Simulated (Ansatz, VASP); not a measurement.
# Two plane-wave programs on CrPd2

```
Cr Pd
1.0
     0.00000    3.68211    3.68211
     3.68211    0.00000    3.68211
     3.68211    3.68211    0.00000
Cr Pd
2 4
Cartesian
  0.0000 0.0000 0.0000
  1.8411 1.8411 1.8411
  4.6026 4.6026 4.6026
  4.6026 2.7616 2.7616
  2.7616 2.7616 4.6026
  2.7616 4.6026 2.7616
```

Alike in both runs: functional PBE; k mesh 4 × 4 × 4; occupations gaussian, width 0.1 eV; collinear spin.

Ansatz relaxed the structure, and its values are those at the end. VASP's run is a single point on that final structure, the one shown.

|  | VASP | Ansatz |
| --- | --- | --- |
| version | VASP 6.6.1 | Ansatz 0.2.0 |
| potentials or method | VASP PAW PBE potentials, release 64 (Cr_pv, Pd), cutoff 520 eV | scalar-relativistic, plane waves, PAW |
| valence electrons in the cell | 64 | 100 |

Ansatz gave:

* gap on the k mesh at the Fermi level (eV): none
* pressure (GPa): 0.0
* net moment per atom (μB): 1.37
* size of the moment on the site where the two differ most (μB): 3.79

Estimate VASP's values.

gap on the k mesh at the Fermi level (eV): none; pressure (GPa): -0.2; net moment per atom (μB): 1.37; size of the moment on the site where the two differ most (μB): 3.69.

Site moments also hang on the region over which each program counts them. A gap of «none» marks a metal or a gap that the smearing closes. With one functional, cell and mesh, what is left measures potentials, basis and numerics. VASP's potentials hold 64 valence electrons a cell and Ansatz's 100, so a difference there can come from the potentials and not from the codes.

The k mesh is coarse, so the values compare programs but aren't converged.
